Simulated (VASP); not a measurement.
Here is a VASP 6.6.1 calculation.

Contents of POSCAR:

```
Hf
1.0
    0.0000000000      2.2200000000      2.1534000000
    2.2200000000      0.0000000000      2.1534000000
    2.2200000000      2.2200000000      0.0000000000
Hf
1
Direct
    0.0000000000      0.0000000000      0.0000000000
```

The input INCAR.step1:

```
SYSTEM = Hf
  PREC = Accurate
  ENCUT = 520
  ISMEAR = 0
  SIGMA = 0.15
  LREAL = .False.
  LASPH = .True.
  NELM = 80
  NBANDS = 11
  GGA = PE
  ALGO = Normal
  EDIFF = 1E-4
  LWAVE = .True.
  LCHARG = .False.
```

The input INCAR.step2:

```
SYSTEM = Hf
  PREC = Accurate
  ENCUT = 520
  EDIFF = 1E-6
  ISMEAR = 0
  SIGMA = 0.15
  LREAL = .False.
  LASPH = .True.
  NELM = 80
  ALGO = Normal
  ISIF = 2
  LWAVE = .False.
  LCHARG = .False.
  METAGGA = R2SCAN
  LMIXTAU = .True.
  NBANDS = 11
  ISTART = 1
```

File KPOINTS:

```
Automatic mesh
0
Gamma
  18 18 18
  0 0 0
```

Potentials or basis: VASP PAW PBE potentials, release 64 (Hf_pv).

Run with:

```sh
$ cat potpaw_PBE.64/Hf_pv/POTCAR > POTCAR
$ cp INCAR.step1 INCAR
$ mpirun -np 1 vasp_std > vasp.out
$ cp INCAR.step2 INCAR
$ mpirun -np 1 vasp_std > vasp.out
```

Question: Predict the pressure.

Answer: 5.7 GPa.

Question: What does it give for the band gap on the k mesh?

Answer: Zero (bands 5 and 6 overlap by 2.35 eV).

Stress tensor (GPa, compression positive):
```
5.18 0.00 0.00
0.00 5.18 0.00
0.00 0.00 6.89
```

Caveat: the cell differs from its parent crystal (strain -0.0300 x Voigt [0, 0, 1, 0, 0, 0]); the cell stands under pressure; the PAW data sets were made with another functional, which shifts forces and pressure a little; spin-orbit coupling is left out, which moves the levels of the heavy elements.
